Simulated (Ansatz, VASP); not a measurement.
# One calculation of MgI2, two programs

```
CELL_PARAMETERS angstrom
4.15370 0.00000 0.00000
-2.07685 3.59721 0.00000
0.00000 0.00000 6.86200
ATOMIC_POSITIONS crystal
Mg 0.00000 0.00000 0.00000
I 0.33333 0.66667 0.75763
I 0.66667 0.33333 0.24237
```

Alike in both runs: task relaxation of cell and atoms; functional PBE; k mesh 6 × 6 × 4; occupations gaussian, width 0.02 eV; no spin polarisation.

|  | VASP | Ansatz |
| --- | --- | --- |
| version | VASP 6.6.1 | Ansatz 0.2.0 |
| potentials or method | VASP PAW PBE potentials, release 64 (Mg, I), cutoff 600 eV | scalar-relativistic, plane waves, PAW |
| valence electrons in the cell | 16 | 44 |

```tsv
	VASP	Ansatz	Ansatz less VASP
gap on the k mesh at the Fermi level, each at its own relaxed structure (eV)	3.62	3.63	+0.010
relaxed volume (Å³/atom)	39.86	40.24	+0.386
relaxed cell length with the largest relative difference (Å)	7.795	7.874	+0.0794
```

VASP's potentials hold 16 valence electrons a cell and Ansatz's 44, so a difference there can come from the potentials and not from the codes.

Neither program's run includes spin-orbit coupling. Noted on VASP's run: the volume moved by over 15 % at a fixed basis, so the end points are rough.
